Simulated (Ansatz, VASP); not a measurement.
MnO2 in VASP and in Ansatz

INCAR

```
ALGO = Normal ; EDIFF = 1E-6
ENCUT = 520 ; GGA = CA
ISIF = 2 ; ISMEAR = 0
ISPIN = 2 ; LASPH = True
LCHARG = False ; LDAU = True
LDAUJ = 0 0 ; LDAUL = 2 -1
LDAUPRINT = 1 ; LDAUTYPE = 2
LDAUU = 4 0 ; LMAXMIX = 4
LORBIT = 11 ; LREAL = False
LWAVE = False ; MAGMOM = 3 0 0
NBANDS = 24 ; NELM = 150
PREC = Accurate ; SIGMA = 0.05
```

Contents of KPOINTS:

```
k-points
0
Gamma
  7 7 7
```

Contents of POSCAR:

```
MnO2
1.0
    0.0000000000      2.3128744900      2.3128744900
    2.3128744900      0.0000000000      2.3128744900
    2.3128744900      2.3128744900      0.0000000000
Mn O
1 2
Direct
    0.0000000000      0.0000000000      0.0000000000
    0.2500000000      0.2500000000      0.2500000000
    0.7500000000      0.7500000000      0.7500000000
```

Input for Ansatz:

```yaml
crystal:
  lattice:
    - [0.0, 2.31287449, 2.31287449]
    - [2.31287449, 0.0, 2.31287449]
    - [2.31287449, 2.31287449, 0.0]
  atoms:
    - { symbol: Mn, position: [0.0, 0.0, 0.0], spin: 3.0 }
    - { symbol: O, position: [0.25, 0.25, 0.25] }
    - { symbol: O, position: [0.75, 0.75, 0.75] }
basis:
  ecutwfc: 420
  ecutrho_ratio: 4
kpoints:
  mp_grid: { grid: [7, 7, 7] }
hamiltonian:
  xc: lda
  hubbard: { sites: [{ site: 0, l: d, u_eff: 4.0 }] }
scf:
  occupations: { method: gaussian, width: 0.05 }
  lower_state_search: "off"
  max_iter: 150
output:
  forces: true
  stress: true
  eigenvalues: true
  populations: true
  hubbard: { sites: [{ site: 0, l: d }] }
magnetization:
  spin_polarized: true
```

Alike in both runs: task single point; functional LDA; k mesh 7 × 7 × 7; occupations gaussian, width 0.05 eV; collinear spin; Hubbard terms Mn d U = 4.0 eV.

```csv
,VASP,Ansatz
version,VASP 6.6.1,Ansatz 0.2.0
potentials or method,"VASP PAW LDA potentials, release 64 (Mn_pv, O), cutoff 520 eV","scalar-relativistic, plane waves, PAW"
valence electrons in the cell,25,27
```

```csv
,VASP,Ansatz,Ansatz less VASP
gap on the k mesh at the Fermi level (eV),none,none,-
pressure (GPa),17.2,18.4,+1.17
net moment per atom (μB),1.00,1.00,0.000
size of the moment on the site where the two differ most (μB),3.52,3.20,-0.323
```

LDA's correlation is that of Perdew and Zunger in VASP and of Perdew and Wang (1992) in Ansatz. Site moments also hang on the region over which each program counts them. The programs project onto different local orbitals, so the same U acts differently, and such runs can settle in different states. A gap of «none» marks a metal or a gap that the smearing closes. VASP's potentials hold 25 valence electrons a cell and Ansatz's 27, so a difference there can come from the potentials and not from the codes. Ansatz's warnings: filled band counts differ across k points.
